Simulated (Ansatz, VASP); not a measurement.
# Cr in VASP and in Ansatz

INCAR

```
SYSTEM = Cr
PREC = Accurate ; ENCUT = 520
EDIFF = 1E-6 ; ISMEAR = -1
SIGMA = 0.05 ; LREAL = .False.
LASPH = .True. ; NELM = 100
ALGO = Normal ; ISIF = 2
LWAVE = .False. ; LCHARG = .False.
GGA = PE ; NBANDS = 19
```

Contents of KPOINTS:

```
Automatic mesh
0
Gamma
  11 11 11
  0 0 0
```

Contents of POSCAR:

```
Cr
1.0
    3.1373006862      0.0000000000      0.0000000000
    0.0000000000      3.1373006862      0.0000000000
    0.0000000000      0.0000000000      3.1373006862
Cr
2
Direct
    0.0000000000      0.0000000000      0.0000000000
    0.5000000000      0.5000000000      0.5000000000
```

Input for Ansatz:

```yaml
crystal:
  lattice:
    - [3.1373006862, 0.0, 0.0]
    - [0.0, 3.1373006862, 0.0]
    - [0.0, 0.0, 3.1373006862]
  atoms:
    - { symbol: Cr, position: [0.0, 0.0, 0.0] }
    - { symbol: Cr, position: [0.5, 0.5, 0.5] }
kpoints:
  mp_grid: { grid: [11, 11, 11] }
scf:
  occupations: { method: fermi_dirac, width: 0.05 }
  lower_state_search: "off"
hamiltonian:
  xc: pbe
  pseudopotentials: { kind: paw }
output:
  forces: true
  stress: true
  eigenvalues: true
```

Change from the starting cell: volume scaled by 1.18, no spin polarisation, PAW files.

Alike in both runs: task single point; functional PBE; k mesh 11 × 11 × 11; occupations fermi-dirac, width 0.05 eV; no spin polarisation.

|  | VASP | Ansatz |
| --- | --- | --- |
| version | VASP 6.6.1 | Ansatz 0.2.0 |
| potentials or method | VASP PAW PBE potentials, release 64 (Cr_pv) | PAW with Ansatz's default frozen-core files, scalar-relativistic |
| plane-wave cutoff (eV) | 520 | 420 |
| valence electrons in the cell | 24 | 28 |

```csv
,VASP,Ansatz,Ansatz less VASP
pressure (GPa),-39.8,-39.9,-0.08
```

Both programs put the cell under strong tension, so it lies far from rest at this level. VASP's potentials hold 24 valence electrons a cell and Ansatz's 28, so a difference there can come from the potentials and not from the codes.

Noted on VASP's run: the cell as given lies far from equilibrium.
